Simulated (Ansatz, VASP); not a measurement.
Re: VASP beside Ansatz

```
CELL_PARAMETERS angstrom
0.00000 1.95772 2.17307
2.01156 0.00000 2.17307
2.01156 1.95772 0.00000
ATOMIC_POSITIONS crystal
Re 0.00000 0.00000 0.00000
```

Change from the starting cell: normal strain along x +0.0275, normal strain along z +0.1100.

Alike in both runs: task single point; functional PBE; k mesh 10 × 10 × 10; occupations gaussian, width 0.15 eV; no spin polarisation.

```csv
,VASP,Ansatz
version,VASP 6.6.1,Ansatz 0.2.0
potentials or method,"VASP PAW PBE potentials, release 64 (Re), cutoff 520 eV","scalar-relativistic, plane waves, PAW"
valence electrons in the cell,7,15
```

```csv
,VASP,Ansatz,Ansatz less VASP
gap on the k mesh at the Fermi level (eV),none,none,-
pressure (GPa),-35.4,-34.4,+0.96
"traceless stress, the component that is largest in VASP (GPa)",-11.95,-12.10,-0.152
```

A gap of «none» marks a metal or a gap that the smearing closes. Both programs put the cell under strong tension, so it lies far from rest at this level. VASP's potentials hold 7 valence electrons a cell and Ansatz's 15, so a difference there can come from the potentials and not from the codes.

Spin-orbit coupling is off throughout. Noted on VASP's run: the cell as given lies far from equilibrium.
